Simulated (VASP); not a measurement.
Wanted: the native input for a VASP 6.6.1 run.

```
Task                   : single point
Functional             : PBE
Potentials or basis    : VASP PAW PBE potentials, release 64 (Mg, O)
Cutoff                 : 520 eV
k mesh                 : 10 × 10 × 10
Occupations            : gaussian, width 0.02 eV
Spin                   : no spin polarisation
Dipole correction      : no
Further INCAR settings : ALGO = Normal; EDIFF = 1e-06; NBANDS = 11
```

The structure of MgO lies in POSCAR:

```
MgO
1.0
    0.0000000000      2.1273941286      2.1273941286
    2.1273941286      0.0000000000      2.1273941286
    2.1273941286      2.1273941286      0.0000000000
Mg O
1 1
Direct
    0.0000000000      0.0000000000      0.0000000000
    0.5000000000      0.5000000000      0.5000000000
```

One way to write it, as run:

INCAR

```
PREC = Accurate
ENCUT = 520
EDIFF = 1E-6
ISMEAR = 0
SIGMA = 0.02
LREAL = F
LASPH = T
NELM = 80
ALGO = Normal
ISIF = 2
LWAVE = F
LCHARG = F
GGA = PE
NBANDS = 11
```

KPOINTS

```
regular mesh
0
Gamma
  10 10 10
```

Potentials or basis: VASP PAW PBE potentials, release 64 (Mg, O).

Run with:

```console
$ cat potpaw_PBE.64/Mg/POTCAR potpaw_PBE.64/O/POTCAR > POTCAR
$ mpirun -np 1 vasp_std > vasp.out
```

It gave:

| Property | Result |
| --- | --- |
| Pressure | -0.9 GPa |
| Band gap on the k mesh | 4.44 eV, direct |

It took 8.5 s on 1 thread of Intel(R) Xeon(R) Platinum 8124M CPU @ 3.00GHz (Skylake/Cascade Lake) (shared host), peak memory 0.14 GiB.
